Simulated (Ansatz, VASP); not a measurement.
## Hf: VASP beside Ansatz

```
CELL_PARAMETERS angstrom
0.00000 2.23127 2.26483
2.23127 0.00000 2.26483
2.23127 2.23127 0.00000
ATOMIC_POSITIONS crystal
Hf 0.00000 0.00000 0.00000
```

Change from the starting cell: z stretched by +1 % at fixed volume, crystal datasets.

Alike in both runs: task electric field gradients; functional PBE; k mesh 13 × 13 × 13; occupations fermi-dirac, width 0.05 eV; no spin polarisation.

|  | VASP | Ansatz |
| --- | --- | --- |
| version | VASP 6.6.1 | Ansatz 0.2.0 |
| potentials or method | VASP PAW PBE potentials, release 64 (Hf_pv), cutoff 400 eV | all-electron PAW with datasets made for the crystal, scalar-relativistic |

VASP gave:

| Item | Value |
| --- | --- |
| pressure (GPa) | -0.5 |
| traceless stress, the component that is largest in VASP (GPa) | -0.55 |
| size of Vzz on the site where it differs most (V/Å²) | 8.6 |

Estimate Ansatz's values.

pressure (GPa): 0.0; traceless stress, the component that is largest in VASP (GPa): -0.56; size of Vzz on the site where it differs most (V/Å²): 9.5.

Ansatz ran all-electron here, and VASP with PAW potentials.

Spin-orbit coupling is off throughout.
